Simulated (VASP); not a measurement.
# BN in VASP: settings compared, part 2 of 2

VASP 6.6.1. The steps go on from the part before.

## (4) Single point, LDA, collinear spin, ferromagnetic start

Contents of INCAR:

```
SYSTEM = BN
PREC = Accurate
ENCUT = 520
EDIFF = 1E-7
ISMEAR = 0
SIGMA = 0.05
LREAL = .FALSE.
LASPH = .TRUE.
NELM = 150
ALGO = Normal
ISIF = 2
LWAVE = .FALSE.
LCHARG = .FALSE.
ISPIN = 2
MAGMOM = 0.5 0
LORBIT = 11
GGA = CA
NBANDS = 15
```

Contents of KPOINTS:

```
Automatic mesh
0
G
  13 13 13
  0 0 0
```

Contents of POSCAR:

```
BN
1.0
    0.0000000000      1.8130010000      1.8130010000
    1.8130010000      0.0000000000      1.8130010000
    1.8130010000      1.8130010000      0.0000000000
N B
1 1
Direct
    0.2500000000      0.2500000000      0.2500000000
    0.0000000000      0.0000000000      0.0000000000
```

Potentials or basis: VASP PAW LDA potentials, release 64 (N, B).

Launch:

```
cat potpaw_LDA.64/N/POTCAR potpaw_LDA.64/B/POTCAR > POTCAR
mpirun -np 1 vasp_std > vasp.out
```

OUTCAR:

```text
SYSTEM = BN
   PREC = Accurate
   ENCUT = 520
   EDIFF = 1E-7
   ISMEAR = 0
   LREAL = .FALSE.
   LASPH = .TRUE.
   NELM = 150
   ISIF = 2
   ISPIN = 2
   LORBIT = 11
   GGA = CA

 ion  position               nearest neighbor table
   1  0.250  0.250  0.250-   2 1.57   2 1.57   2 1.57   2 1.57
   2  0.000  0.000  0.000-   1 1.57   1 1.57   1 1.57   1 1.57

  LATTYP: Found a face centered cubic cell.
 ALAT       =     3.6260020000

  Lattice vectors:

 A1 = (   0.0000000000,   1.8130010000,   1.8130010000)
 A2 = (   1.8130010000,   0.0000000000,   1.8130010000)
 A3 = (   1.8130010000,   1.8130010000,   0.0000000000)

Analysis of symmetry for initial positions (statically):
=====================================================================
 Subroutine PRICEL returns:
 Original cell was already a primitive cell.

 Routine SETGRP: Setting up the symmetry group for a
 face centered cubic supercell.

 Subroutine GETGRP returns: Found 24 space group operations
 (whereof 24 operations were pure point group operations)
 out of a pool of 48 trial point group operations.

[... 1044 lines left out ...]
      6      19.2571      0.00000
      7      19.5752      0.00000
      8      21.6945      0.00000
      9      27.7251      0.00000
     10      33.0885      0.00000
     11      34.9787      0.00000
     12      35.6405      0.00000
     13      42.9273      0.00000
     14      47.5772      0.00000
     15      50.9433      0.00000

 [... further k-points ...]
[... 5 lines left out ...]
  --------------------------------------------------------------------------------------
  -------------------------------------------------------------------------------------
  Total       -0.9934801     -0.9934801     -0.9934801      0.0000000      0.0000000      0.0000000
  in kB     -133.5505334   -133.5505334   -133.5505334      0.0000000      0.0000000      0.0000000
  external PRESSURE =    -133.5505334 kB  Pullay stress =       0.0000000 kB

 VOLUME and BASIS-vectors are now :
 -----------------------------------------------------------------------------
  energy-cutoff  :      520.00
  volume of cell :       11.92
      direct lattice vectors                 reciprocal lattice vectors
     0.000000000  1.813001000  1.813001000    -0.275785838  0.275785838  0.275785838
     1.813001000  0.000000000  1.813001000     0.275785838 -0.275785838  0.275785838
     1.813001000  1.813001000  0.000000000     0.275785838  0.275785838 -0.275785838

 POSITION                                       TOTAL-FORCE (eV/Angst)
 -----------------------------------------------------------------------------------
      0.90650      0.90650      0.90650         0.000000      0.000000      0.000000
      0.00000      0.00000      0.00000        -0.000000     -0.000000     -0.000000
 -----------------------------------------------------------------------------------
    total drift:                               -0.000000     -0.000000     -0.000000

  FREE ENERGIE OF THE ION-ELECTRON SYSTEM (eV)
  ---------------------------------------------------
  free  energy   TOTEN  =       -19.3967744205 eV

  energy  without entropy=      -19.3967744205  energy(sigma->0) =      -19.39677442

 total charge

# of ion       s       p       d       tot
------------------------------------------
    1        1.199   2.727   0.000   3.926
    2        0.669   1.360   0.000   2.029
--------------------------------------------------
tot          1.868   4.087   0.000   5.955

 magnetization (x)

# of ion       s       p       d       tot
------------------------------------------
    1       -0.000   0.000   0.000  -0.000
    2        0.000   0.000   0.000   0.000
--------------------------------------------------
tot         -0.000   0.000   0.000  -0.000
```

stdout:

```text
POSCAR found type information on POSCAR N B
 POSCAR found :  2 types and       2 ions
 scaLAPACK will be used
 LDA part: xc-table for (Slater(with rela. corr.)+CA(PZ))
 , standard interpolation
 POSCAR, INCAR and KPOINTS ok, starting setup
 FFT: planning ... GRIDC
 FFT: planning ... GRID_SOFT
 FFT: planning ... GRID
 WAVECAR not read
 entering main loop
```

It took 17 s on 1 thread of AMD EPYC 9R45 (Zen 5), shared host; peak memory 0.1 GiB.

What came out:

```
Free energy                                           : -19.3968 eV
Pressure                                              : -13.4 GPa
Band gap on the k mesh                                : 4.41 eV (least direct gap 8.64 eV)
Net moment                                            : 0.00 μB per cell
Valence electrons inside the program's atomic spheres : N 3.93; B 2.03
```

Levels at points of the mesh, in eV from the valence-band top:
Spin up:
| k point | band 2 | band 3 | band 4 | band 5 | band 6 | band 7 |
| --- | --- | --- | --- | --- | --- | --- |
| (0.00, 0.00, 0.00) | 0.00 | 0.00 | 0.00 | 8.64 | 8.64 | 8.64 |
Spin down:
```csv
k point,band 1,band 2,band 3,band 4,band 5,band 6,band 7,band 8,band 9
"(0.00, 0.00, 0.00)",-19.97,0.00,0.00,0.00,8.64,8.64,8.64,10.29,24.32
```

Caveat: the cell stands under tension; an odd mesh through Γ misses points on the zone boundary, where band edges can lie.

## (5) Single point, LDA (atoms moved at random)

Contents of INCAR:

```
SYSTEM = BN
  PREC = Accurate
  ENCUT = 520
  EDIFF = 1E-6
  ISMEAR = -1
  SIGMA = 0.05
  LREAL = .False.
  LASPH = .True.
  NELM = 60
  ALGO = Normal
  ISIF = 2
  LWAVE = .False.
  LCHARG = .False.
  GGA = CA
  NBANDS = 11
```

Contents of KPOINTS:

```
Automatic mesh
0
Gamma
  10 10 10
  0 0 0
```

Contents of POSCAR:

```
BN
1.0
   -0.0000339986      1.7904162034      1.7904267139
    1.7904089087     -0.0000258409      1.7904185563
    1.7904081506      1.7904072877     -0.0000250829
N B
1 1
Direct
    0.2590978826      0.2297300785      0.2403550681
    0.0090931174     -0.0202720785     -0.0096460681
```

Launch:

```
cat potpaw_LDA.64/N/POTCAR potpaw_LDA.64/B/POTCAR > POTCAR
mpirun -np 1 vasp_std > vasp.out
```

Wall time 7.3 s (1 thread of AMD EPYC 9R45 (Zen 5), shared host); peak memory 0.09 GiB.

Results (log left out):

```
Free energy            : -19.4138 eV
Pressure               : 0.9 GPa
Band gap on the k mesh : 4.38 eV (least direct gap 8.82 eV)
```

Levels at points of the mesh, in eV from the valence-band top:
```
           k point  band 2  band 3  band 4  band 5  band 6  band 7
(0.00, 0.00, 0.00)    0.00    0.00    0.00    8.82    8.82    8.82
(0.50, 0.00, 0.00)  -10.98   -2.00   -2.00   10.58   10.72   10.72
(0.50, 0.50, 0.50)  -10.98   -2.00   -2.00   10.58   10.72   10.72
(0.50, 0.50, 0.00)   -9.07   -5.07   -5.07    4.38    9.31   18.14
```

Caveat: the cell differs from its parent crystal (atoms moved at random).

## (6) Single point, LDA (atoms moved at random)

Contents of INCAR:

```
PREC = Accurate
ENCUT = 520
EDIFF = 1E-6
ISMEAR = -5
SIGMA = 0.05
LREAL = False
LASPH = True
NELM = 100
ALGO = Normal
ISIF = 2
LWAVE = False
LCHARG = False
GGA = CA
NBANDS = 11
```

Contents of KPOINTS:

```
regular mesh
0
Gamma
  10 10 10
```

Contents of POSCAR:

```
BN
1.0
    0.0000000000      1.8130010000      1.8130010000
    1.8130010000      0.0000000000      1.8130010000
    1.8130010000      1.8130010000      0.0000000000
N B
1 1
Direct
    0.2584490000      0.2500000000      0.2517150000
    0.0090120000     -0.0000370000     -0.0020370000
```

Potentials or basis: VASP PAW LDA potentials, release 64 (N, B).

Launch:

```
cat potpaw_LDA.64/N/POTCAR potpaw_LDA.64/B/POTCAR > POTCAR
mpirun -np 1 vasp_std > vasp.out
```

Wall time 29 s (1 thread of AMD EPYC 9R45 (Zen 5), shared host); peak memory 0.14 GiB.

The run converged. Its results:

| Quantity | Value |
| --- | --- |
| Free energy | -19.3958 eV |
| Pressure | -13.3 GPa |
| Largest force | 0.213 eV/Å |
| Band gap on the k mesh | 4.26 eV (least direct gap 8.50 eV) |

Forces on the atoms (eV/Å):
```
N   -0.161 -0.136  0.026
B    0.161  0.136 -0.026
```

Stress tensor (GPa, compression positive):
```
-13.32   0.04  -0.09
  0.04 -13.32  -0.10
 -0.09  -0.10 -13.31
```

Levels at points of the mesh, in eV from the valence-band top:
| k point | band 1 | band 2 | band 3 | band 4 | band 5 | band 6 | band 7 | band 8 | band 9 |
| --- | --- | --- | --- | --- | --- | --- | --- | --- | --- |
| (0.00, 0.00, 0.00) | -20.04 | -0.16 | -0.07 | 0.00 | 8.50 | 8.56 | 8.64 | 10.22 | 24.24 |
| (0.50, 0.00, 0.00) | -15.80 | -10.70 | -2.08 | -1.94 | 10.00 | 10.32 | 10.57 | 14.84 | 22.88 |
| (0.00, 0.50, 0.00) | -15.80 | -10.71 | -2.07 | -1.94 | 10.00 | 10.32 | 10.57 | 14.85 | 22.87 |
| (0.00, 0.00, 0.50) | -15.81 | -10.73 | -2.02 | -1.96 | 10.01 | 10.40 | 10.53 | 14.89 | 22.79 |
| (0.50, 0.50, 0.50) | -15.80 | -10.69 | -2.07 | -1.97 | 10.01 | 10.33 | 10.51 | 14.81 | 22.93 |
| (0.50, 0.50, 0.00) | -14.44 | -8.90 | -4.96 | -4.95 | 4.26 | 9.01 | 17.48 | 17.50 | 20.27 |
| (0.00, 0.50, 0.50) | -14.44 | -8.90 | -4.99 | -4.93 | 4.26 | 9.02 | 17.43 | 17.54 | 20.27 |
| (0.50, 0.00, 0.50) | -14.44 | -8.90 | -4.98 | -4.93 | 4.26 | 9.02 | 17.44 | 17.54 | 20.27 |

Caveat: the cell differs from its parent crystal (atoms moved at random); the cell stands under tension.

## (7) Summary

| task | level | potentials or basis | spin | cell | k mesh | cutoff (eV) | smearing | gap on the mesh (eV) | pressure (GPa) |
| --- | --- | --- | --- | --- | --- | --- | --- | --- | --- |
| relaxation of cell and atoms | PBE | VASP PAW PBE potentials, release 64 (N, B) | off | relaxed to 20 GPa from a = 2.564 Å, angles 60.0°, 2 atoms, atomic positions A | 13 × 13 × 13 | 600 | fermi-dirac 0.05 eV | 4.58 | 19.7 |
| relaxation of cell and atoms | PBE | VASP PAW PBE potentials, release 64 (N, B) | off | relaxed to 30 GPa from a = 2.564 Å, angles 60.0°, 2 atoms, atomic positions A | 13 × 13 × 13 | 600 | fermi-dirac 0.05 eV | 4.60 | 29.9 |
| single point | LDA | VASP PAW LDA potentials, release 64 (N, B) | collinear, ferromagnetic start | a = 2.564 Å, angles 60.0°, 2 atoms, atomic positions A | 13 × 13 × 13 | 520 | gaussian 0.05 eV | 4.41 | -13.4 |
| single point | LDA | VASP PAW LDA potentials, release 64 (N, B) | off | a = 2.532 Å, angles 60.0°, 2 atoms, atomic positions A | 10 × 10 × 10 | 520 | fermi-dirac 0.05 eV | 4.38 | 0.9 |
| single point | LDA | VASP PAW LDA potentials, release 64 (N, B) | off | a = 2.564 Å, angles 60.0°, 2 atoms, atomic positions B | 10 × 10 × 10 | 520 | tetrahedron | 4.26 | -13.3 |

Caveats: an odd mesh through Γ misses points on the zone boundary, where band edges can lie (at least some runs); the cell is relaxed towards a set pressure, so the run minimises the enthalpy, not the energy (at least some runs); the cell stands under tension (at least some runs).

Total energies depend on the potentials used, so only differences within one code and one set of settings carry meaning.
